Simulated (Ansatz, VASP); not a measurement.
## PbO: VASP beside Ansatz

```
Pb O
1.0
     0.00000    2.50538    2.50538
     2.50538    0.00000    2.50538
     2.50538    2.50538    0.00000
Pb O
1 1
Direct
  0.00000 0.00000 0.00000
  0.50000 0.50000 0.50000
```

Change from the starting cell: hydrostatic strain -3.9%.

Alike in both runs: task single point; functional PBE; k mesh 8 × 8 × 8; occupations fermi-dirac, width 0.02 eV; no spin polarisation.

|  | VASP | Ansatz |
| --- | --- | --- |
| version | VASP 6.6.1 | Ansatz 0.2.0 |
| potentials or method | VASP PAW PBE potentials, release 64 (Pb_d, O) | plane waves, PAW |
| plane-wave cutoff (eV) | 600 | 420 |
| valence electrons in the cell | 20 | 20 |

|  | VASP | Ansatz | Ansatz less VASP |
| --- | --- | --- | --- |
| gap on the k mesh at the Fermi level (eV) | 0.80 | 0.80 | +0.002 |
| pressure (GPa) | 18.0 | 18.0 | +0.04 |

Spin-orbit coupling is off throughout.
